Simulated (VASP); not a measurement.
## MgO: single point with r2SCAN

MgO:

```xyz
4
Lattice="3.2894 0.0000 0.0000 -1.6447 2.8488 0.0000 0.0000 0.0001 5.0311" Properties=species:S:1:pos:R:3 pbc="T T T"
Mg    0.0000    1.8992    0.0242
Mg    1.6447    0.9496    2.5398
O     0.0000    1.8993    2.0114
O     1.6447    0.9496    4.5270
```

```
Program             : VASP 6.6.1
Task                : single point
Functional          : r2SCAN
Potentials or basis : VASP PAW PBE potentials, release 64 (Mg, O)
Cutoff              : 520 eV
k mesh              : 6 × 6 × 4
Occupations         : gaussian, width 0.05 eV
Spin                : no spin polarisation
```

The pressure is -0.6 GPa. The band gap on the k mesh is 4.20 eV.

Stress tensor (GPa, compression positive):
```
-0.61  0.00  0.00
 0.00 -0.61  0.00
 0.00  0.00 -0.48
```

Levels at points of the mesh, in eV from the valence-band top:
| k point | band 4 | band 5 | band 6 | band 7 | band 8 | band 9 | band 10 | band 11 | band 12 | band 13 |
| --- | --- | --- | --- | --- | --- | --- | --- | --- | --- | --- |
| (0.00, 0.00, 0.00) | -0.70 | -0.70 | -0.38 | -0.38 | 0.00 | 4.20 | 9.43 | 11.17 | 15.22 | 15.22 |
| (0.50, 0.00, 0.00) | -2.17 | -1.71 | -1.23 | -0.79 | -0.47 | 8.58 | 8.84 | 10.13 | 11.74 | 13.96 |
| (0.00, 0.50, 0.00) | -2.17 | -1.71 | -1.23 | -0.79 | -0.47 | 8.58 | 8.84 | 10.13 | 11.74 | 13.96 |
| (0.50, 0.50, 0.00) | -2.17 | -1.71 | -1.23 | -0.79 | -0.47 | 8.58 | 8.84 | 10.13 | 11.74 | 13.96 |
| (0.00, 0.00, 0.50) | -1.97 | -0.54 | -0.54 | -0.54 | -0.54 | 6.72 | 6.72 | 14.18 | 14.19 | 15.73 |
| (0.50, 0.00, 0.50) | -3.08 | -0.88 | -0.88 | -0.70 | -0.70 | 8.15 | 8.15 | 11.80 | 11.80 | 14.74 |
| (0.00, 0.50, 0.50) | -3.08 | -0.88 | -0.88 | -0.70 | -0.70 | 8.15 | 8.15 | 11.80 | 11.80 | 14.74 |
| (0.50, 0.50, 0.50) | -3.08 | -0.88 | -0.88 | -0.70 | -0.70 | 8.15 | 8.15 | 11.80 | 11.80 | 14.74 |

Wall time 90 s on 1 thread of AMD EPYC 9R45 96-Core Processor (Zen 5), with other jobs on the host, peak memory 0.17 GiB.

Caveat: the PAW data sets were made with another functional, which shifts forces and pressure a little.
